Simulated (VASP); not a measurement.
Wanted: the native input for a VASP 6.6.1 run.

```
Task                   : single point
Functional             : PBE
Potentials or basis    : VASP PAW PBE potentials, release 64 (Sn_d, Ru_pv)
Cutoff                 : 520 eV
k mesh                 : 4 × 4 × 4
Occupations            : gaussian, width 0.1 eV
Spin                   : no spin polarisation
Dipole correction      : no
Further INCAR settings : ALGO = Normal; EDIFF = 1e-06; NBANDS = 51
```

The structure of SnRu2 lies in POSCAR:

```
SnRu2
1.0
    0.0000000000      3.7350318485      3.7350318485
    3.7350318485      0.0000000000      3.7350318485
    3.7350318485      3.7350318485      0.0000000000
Sn Ru
2 4
Direct
    0.0000000000      0.0000000000      0.0000000000
    0.2500000000      0.2500000000      0.2500000000
    0.6250000000      0.6250000000      0.6250000000
    0.1250000000      0.6250000000      0.6250000000
    0.6250000000      0.6250000000      0.1250000000
    0.6250000000      0.1250000000      0.6250000000
```

One way to write it, as run:

INCAR

```
SYSTEM = SnRu2
PREC = Accurate
ENCUT = 520
EDIFF = 1E-6
ISMEAR = 0
SIGMA = 0.1
LREAL = .False.
LASPH = .True.
NELM = 100
ALGO = Normal
ISIF = 2
LWAVE = .False.
LCHARG = .False.
GGA = PE
NBANDS = 51
```

KPOINTS

```
Automatic mesh
0
Gamma
  4 4 4
  0 0 0
```

Potentials or basis: VASP PAW PBE potentials, release 64 (Sn_d, Ru_pv).

The run is started by

```console
$ cat potpaw_PBE.64/Sn_d/POTCAR potpaw_PBE.64/Ru_pv/POTCAR > POTCAR
$ mpirun -np 1 vasp_std > vasp.out
```

It gave:

The pressure is -2.8 GPa and the band gap on the k mesh is zero (band 42 reaches 10.97 eV, above the bottom of band 43 at 10.89 eV).

Caveat: the k points lie up to 0.36 Å⁻¹ apart; spin-orbit coupling is left out, which moves the levels of the heavy elements.

Wall time 51 s on 1 thread of Intel(R) Xeon(R) Platinum 8259CL CPU @ 2.50GHz (Skylake/Cascade Lake), with other jobs on the host, peak memory 0.24 GiB.
